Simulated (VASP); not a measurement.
The system is BaF2.

```
Ba F
1.0
     0.00000    3.09716    3.09716
     3.09716    0.00000    3.09716
     3.09716    3.09716    0.00000
Ba F
1 2
Direct
  0.00000 0.00000 0.00000
  0.25000 0.25000 0.25000
  0.75000 0.75000 0.75000
```

Base run:

- Program: VASP 6.6.1
- Functional: HSE06
- Potentials or basis: VASP PAW PBE potentials, release 64 (Ba_sv, F)
- Cutoff: 520 eV
- k mesh: 6 × 6 × 6
- Occupations: gaussian, width 0.01 eV
- Spin: no spin polarisation

Its results: band gap on the k mesh 8.72 eV, indirect (least direct gap 8.79 eV); pressure 1.4 GPa.

The run is repeated on the same cell with these changes: functional from HSE06 to PBE; cutoff from 520 eV to 600 eV. What comes out?

Band gap on the k mesh 6.79 eV, indirect (least direct gap 6.86 eV); pressure 2.5 GPa.

HSE06 gives the wider gap, since exact exchange removes part of the self-interaction.

Caveats: spin-orbit coupling is left out, which moves the levels of the heavy elements; the PAW data sets were made with another functional, which shifts forces and pressure a little (some runs).

A k mesh can miss the band edges.
